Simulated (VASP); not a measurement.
# LuAsBr6 (P1) in VASP: single point with PBEsol

Aim: the single point of LuAsBr6 with PBEsol.

All numbers are computed with VASP 6.6.1; they aren't measurements. Logs are shortened: lines on timing, memory, paths and dates and some standing lists are left out, and cuts for length are marked.

**1. The cell of the first run**

The typed cell holds 8 atoms: a = 7.160 Å, b = 7.161 Å, c = 7.160 Å, α = 55.31°, β = 55.31°, γ = 55.32°.

**2. Single point, PBEsol**

INCAR reads:

```
SYSTEM = LuAsBr6
PREC = Accurate ; ENCUT = 520
EDIFF = 1E-7 ; ISMEAR = -1
SIGMA = 0.05 ; LREAL = .FALSE.
LASPH = .TRUE. ; NELM = 100
ALGO = Normal ; ISIF = 2
LWAVE = .FALSE. ; LCHARG = .FALSE.
GGA = PS ; NBANDS = 46
```

KPOINTS reads:

```
regular mesh
0
G
  4 4 4
  0 0 0
```

POSCAR reads:

```
LuAsBr6
1.0
    3.3234277566      1.9189786966      6.0447506086
   -3.3242899703      1.9192018839      6.0451533171
   -0.0002373948     -3.8373688537      6.0446922105
Lu As Br
1 1 6
Direct
    0.4939893090      0.5040730802      0.5075799139
   -0.0059314968      0.0041611125      0.0074954804
    0.5796085282      0.9279072041      0.2516319950
    0.9179623902      0.2482386142      0.5930337138
    0.7499604238      0.4185029805      0.0836688659
    0.0701539985      0.7599879905      0.4220019830
    0.4084987914      0.0802372574      0.7634208267
    0.2382965789      0.5896687861      0.9313889159
```

Potentials or basis: VASP PAW PBE potentials, release 64 (Lu, As, Br).

Command:

```console
cat potpaw_PBE.64/Lu/POTCAR potpaw_PBE.64/As/POTCAR potpaw_PBE.64/Br/POTCAR > POTCAR
mpirun -np 1 vasp_std > vasp.out
```

OUTCAR:

```text
SYSTEM = LuAsBr6
   PREC = Accurate
   ENCUT = 520
   EDIFF = 1E-7
   ISMEAR = -1
   LREAL = .FALSE.
   LASPH = .TRUE.
   NELM = 100
   ISIF = 2
   GGA = PS

 ion  position               nearest neighbor table
   1  0.494  0.504  0.508-   8 2.73   7 2.73   6 2.73   5 2.73   3 2.73   4 2.73
   2  0.994  0.004  0.007-   7 2.65   5 2.65   4 2.65   6 2.65   8 2.65   3 2.65
   3  0.580  0.928  0.252-   2 2.65   1 2.73
   4  0.918  0.248  0.593-   2 2.65   1 2.73
   5  0.750  0.419  0.084-   2 2.65   1 2.73
   6  0.070  0.760  0.422-   2 2.65   1 2.73
   7  0.408  0.080  0.763-   2 2.65   1 2.73
   8  0.238  0.590  0.931-   2 2.65   1 2.73

  LATTYP: Found a base centered monoclinic cell.
 ALAT       =    55.4380106029
 B/A-ratio  =     0.1199126316
 C/A-ratio  =     0.2975823541
 COS(beta)  =    -0.9971006593

  Lattice vectors:

 A1 = (  -3.3239652100,  24.9442267329, -12.0884038097)
 A2 = (   3.3237525169,  24.9440035456, -12.0888065182)
 A3 = (   0.0001500293, -15.3502871416,   6.0441727058)

Analysis of symmetry for initial positions (statically):
=====================================================================
 Subroutine PRICEL returns:
 Original cell was already a primitive cell.

 Routine SETGRP: Setting up the symmetry group for a
 base centered monoclinic supercell.

 Subroutine GETGRP returns: Found  1 space group operations
 (whereof  1 operations were pure point group operations)
 out of a pool of  4 trial point group operations.

The static configuration has the point symmetry C_1 .

Analysis of symmetry for dynamics (positions and initial velocities):
=====================================================================
 Subroutine PRICEL returns:
 Original cell was already a primitive cell.

 Routine SETGRP: Setting up the symmetry group for a
 base centered monoclinic supercell.

 Subroutine GETGRP returns: Found  1 space group operations
 (whereof  1 operations were pure point group operations)
 out of a pool of  4 trial point group operations.

The dynamic configuration has the point symmetry C_1 .

 Subroutine INISYM returns: Found  1 space group operations
 (whereof  1 operations are pure point group operations),
 and found     1 'primitive' translations

----------------------------------------------------------------------------------------

                                     Primitive cell

  volume of cell :     231.3208

  direct lattice vectors                    reciprocal lattice vectors
     3.323427757  1.918978697  6.044750609     0.150433823  0.086861524  0.055148452
    -3.324289970  1.919201884  6.045153317    -0.150421311  0.086851401  0.055130210
    -0.000237395 -3.837368854  6.044692211    -0.000002491 -0.173720390  0.055150994

  length of vectors
     7.160074107  7.160874130  7.159867575     0.182254249  0.182233577  0.182264659

  position of ions in fractional coordinates (direct lattice)
     0.493989309  0.504073080  0.507579914
     0.994068503  0.004161113  0.007495480
     0.579608528  0.927907204  0.251631995
     0.917962390  0.248238614  0.593033714
     0.749960424  0.418502981  0.083668866
     0.070153998  0.759987991  0.422001983
     0.408498791  0.080237257  0.763420827
     0.238296579  0.589668786  0.931388916

  ion indices of the primitive-cell ions
   primitive index   ion index
                 1           1
                 2           2
                 3           3
                 4           4
                 5           5
                 6           6
                 7           7
                 8           8

----------------------------------------------------------------------------------------

 KPOINTS: regular mesh

Automatic generation of k-mesh.
 Grid dimensions read from file:
 generate k-points for:    4    4    4

 Generating k-lattice:

  Cartesian coordinates                     Fractional coordinates (reciprocal lattice)
     0.037608456  0.021715381  0.013787113     0.250000000  0.000000000  0.000000000
    -0.037605328  0.021712850  0.013782553     0.000000000  0.250000000 -0.000000000
    -0.000000623 -0.043430097  0.013787749     0.000000000 -0.000000000  0.250000000

  Length of vectors
     0.045563562  0.045558394  0.045566165

  Shift w.r.t. Gamma in fractional coordinates (k-lattice)
     0.000000000  0.000000000  0.000000000

 Subroutine IBZKPT returns following result:
 ===========================================

 Found     36 irreducible k-points:

 Following reciprocal coordinates:
            Coordinates               Weight
  0.000000  0.000000  0.000000      1.000000
  0.250000 -0.000000  0.000000      2.000000
  0.500000 -0.000000  0.000000      1.000000
  0.000000  0.250000  0.000000      2.000000
  0.250000  0.250000 -0.000000      2.000000
  0.500000  0.250000  0.000000      2.000000
[... 16 lines left out ...]
 -0.000000 -0.250000  0.250000      2.000000
  0.250000 -0.250000  0.250000      2.000000
 [... further k-points ...]
   k-points           NKPTS =     36   k-points in BZ     NKDIM =     36   number of bands    NBANDS=     46
   number of dos      NEDOS =    301   number of ions     NIONS =      8
   total plane-waves  NPLWV = 157464
   dimension x,y,z NGX =    54 NGY =   54 NGZ =   54
   dimension x,y,z NGXF=   108 NGYF=  108 NGZF=  108
   ions per type =               1   1   6
   NGX,Y,Z   is equivalent  to a cutoff of  12.54, 12.54, 12.54 a.u.
   NGXF,Y,Z  is equivalent  to a cutoff of  25.08, 25.07, 25.08 a.u.
 SYSTEM =  LuAsBr6
   PREC   = accura    normal or accurate (medium, high low for compatibility)
   ISTART =      0    job   : 0-new  1-cont  2-samecut
   ICHARG =      2    charge: 1-file 2-atom 10-const
   ISPIN  =      1    spin polarized calculation?
   LNONCOLLINEAR =      F non collinear calculations
   LSORBIT =      F    spin-orbit coupling
   LASPH  =      T    aspherical Exc in radial PAW
   ENCUT  =  520.0 eV  38.22 Ry    6.18 a.u.  13.31 13.31 13.31*2*pi/ulx,y,z
   NELM   =    100;   NELMIN=  2; NELMDL= -5     # of ELM steps
   EDIFF  = 0.1E-06   stopping-criterion for ELM
   LREAL  =      F    real-space projection
   EDIFFG = 0.1E-05   stopping-criterion for IOM
   NSW    =      0    number of steps for IOM
   IBRION =     -1    ionic relax: 0-MD 1-quasi-New 2-CG
   NFREE  =      0    steps in history (QN), initial steepest desc. (CG)
   ISIF   =      2    stress and relaxation
   ISYM   =      2    0-nonsym 1-usesym 2-fastsym
   POTIM  = 0.5000    time-step for ionic-motion
   TEBEG  =    0.0;   TEEND  =   0.0 temperature during run
   PSTRESS=    0.0 pullay stress
   NELECT =      72.0000    total number of electrons
   NUPDOWN=      -1.0000    fix difference up-down
   EMIN   =  10.00;   EMAX   =-10.00  energy-range for DOS
   EFERMI =   0.00;   METHOD = LEGACY
   ISMEAR =    -1;   SIGMA  =   0.05  broadening in eV -4-tet -1-fermi 0-gaus
   EFERMI_NEDOS =   21; number of points for ismear=-14 and -15
   IALGO  =     38    algorithm
   IMIX   =      4    mixing-type and parameters
     AMIX     =   0.40;   BMIX     =  1.00
     AMIX_MAG =   1.60;   BMIX_MAG =  1.00
  volume/ion in A,a.u.               =      28.92       195.13
  Fermi-wavevector in a.u.,A,eV,Ry     =   1.109466  2.096587 16.747622  1.230916
  Thomas-Fermi vector in A             =   2.246006
   LORBIT       =      0    0 simple, 1 ext, 2 COOP (PROOUT), +10 PAW based schemes
   GGA     = PS    functional components
   LHFCALC =     F    Hartree Fock is set to
   AEXX    =    0.0000 exact exchange contribution
   IVDW    =     0    specifies the selected vdW correction
   LEPSILON=     F    determine dielectric tensor
   LRPA    =     F    only Hartree local field effects (RPA)
 non-spin polarized calculation
  energy-cutoff  :      520.00
  volume of cell :      231.32
 maximum number of plane-waves:      6286
 NGX is ok and might be reduce to    54
   NGX = 27   NGY = 27   NGZ = 27

 number of electron      72.0000002 magnetization

 Free energy of the ion-electron system (eV)
  ---------------------------------------------------
  ext. energy  EPLUGINS =         0.00000000
  ---------------------------------------------------
  free energy    TOTEN  =       -29.46093602 eV

  energy without entropy =      -29.46093602  energy(sigma->0) =      -29.46093602

 E-fermi :   1.6503     XC(G=0):  -8.9574

 val. band max:        0.4766756658   @ k =   0.0000   0.0000   0.0000
 cond. band min:       2.7931288750   @ k =   0.0000  -0.0000   0.5000
 fundamental gap:      2.3164532092
 Fermi energy:         1.6502990153

 k-point     1 :       0.0000    0.0000    0.0000
  band No.  band energies     occupation
      1     -54.6806      2.00000
      2     -25.3891      2.00000
      3     -25.3890      2.00000
      4     -25.3670      2.00000
      5     -14.0930      2.00000
      6     -12.9910      2.00000
[... 38 lines left out ...]
     45       6.7805      0.00000
     46       7.9670      0.00000

 k-point     2 :       0.2500   -0.0000    0.0000
  band No.  band energies     occupation
      1     -54.6806      2.00000
      2     -25.3892      2.00000
      3     -25.3891      2.00000
      4     -25.3670      2.00000
      5     -13.9692      2.00000
      6     -13.1278      2.00000
[... 38 lines left out ...]
     45       7.0841      0.00000
     46       8.2096      0.00000

 k-point     3 :       0.5000   -0.0000    0.0000
  band No.  band energies     occupation
      1     -54.6806      2.00000
      2     -25.3893      2.00000
      3     -25.3891      2.00000
      4     -25.3670      2.00000
      5     -13.7662      2.00000
      6     -13.3659      2.00000
[... 1018 lines left out ...]
     45       7.7351      0.00000
     46       8.0289      0.00000

 k-point    24 :       0.2500   -0.2500    0.2500
  band No.  band energies     occupation
      1     -54.6806      2.00000
      2     -25.3893      2.00000
      3     -25.3892      2.00000
      4     -25.3670      2.00000
      5     -13.7728      2.00000
      6     -13.2753      2.00000
[... 38 lines left out ...]
     45       7.4380      0.00000
     46       8.1367      0.00000

 [... further k-points ...]

------------------------ aborting loop because EDIFF is reached ----------------------------------------

  FORCE on cell =-STRESS in cart. coord.  units (eV):
  Direction    XX          YY          ZZ          XY          YZ          ZX
  --------------------------------------------------------------------------------------
  -------------------------------------------------------------------------------------
  Total        0.1109451      0.1150051      0.1117377     -0.0003022     -0.0019963      0.0015315
  in kB        0.7684295      0.7965501      0.7739194     -0.0020934     -0.0138266      0.0106077
  external PRESSURE =       0.7796330 kB  Pullay stress =       0.0000000 kB

 VOLUME and BASIS-vectors are now :
 -----------------------------------------------------------------------------
  energy-cutoff  :      520.00
  volume of cell :      231.32
      direct lattice vectors                 reciprocal lattice vectors
     3.323427757  1.918978697  6.044750609     0.150433823  0.086861524  0.055148452
    -3.324289970  1.919201884  6.045153317    -0.150421311  0.086851401  0.055130210
    -0.000237395 -3.837368854  6.044692211    -0.000002491 -0.173720390  0.055150994

 POSITION                                       TOTAL-FORCE (eV/Angst)
 -----------------------------------------------------------------------------------
     -0.03407     -0.03240      9.10141        -0.000008      0.001530      0.002095
      3.28988      1.88682      6.07936        -0.000419     -0.001070     -0.002374
     -1.15841      1.92749     10.63397        -0.010810      0.007220      0.006660
      2.22542     -0.03772     10.63420         0.011286      0.006287      0.005828
      1.10119      1.92128      7.56899         0.000108      0.013648     -0.005928
     -2.29337     -0.02618      7.56918        -0.011582     -0.007121     -0.005760
      1.09070     -1.99164      7.56896         0.012224     -0.006767     -0.006317
     -1.16849     -1.98510     10.63504        -0.000799     -0.013726      0.005795
 -----------------------------------------------------------------------------------
    total drift:                                0.000044      0.000051     -0.000053

  FREE ENERGIE OF THE ION-ELECTRON SYSTEM (eV)
  ---------------------------------------------------
  free  energy   TOTEN  =       -29.4609360199 eV

  energy  without entropy=      -29.4609360199  energy(sigma->0) =      -29.46093602
```

Wall time 8 min (1 thread of Intel Xeon Platinum 8375C at 2.90GHz (Ice Lake), shared host); peak memory 0.64 GiB.

What came out:

| Property | Result |
| --- | --- |
| Free energy | -29.4609 eV |
| Pressure | 0.1 GPa |
| Largest force | 0.015 eV/Å |
| Band gap on the k mesh | 2.32 eV (least direct gap 2.46 eV) |

Forces on the atoms (eV/Å):
```
Lu   0.000  0.002  0.002
As   0.000 -0.001 -0.002
Br  -0.011  0.007  0.007
Br   0.011  0.006  0.006
Br   0.000  0.014 -0.006
Br  -0.012 -0.007 -0.006
Br   0.012 -0.007 -0.006
Br  -0.001 -0.014  0.006
```

Caveat: the PAW data sets were made with another functional, which shifts forces and pressure a little; spin-orbit coupling is left out, which moves the levels of the heavy elements.
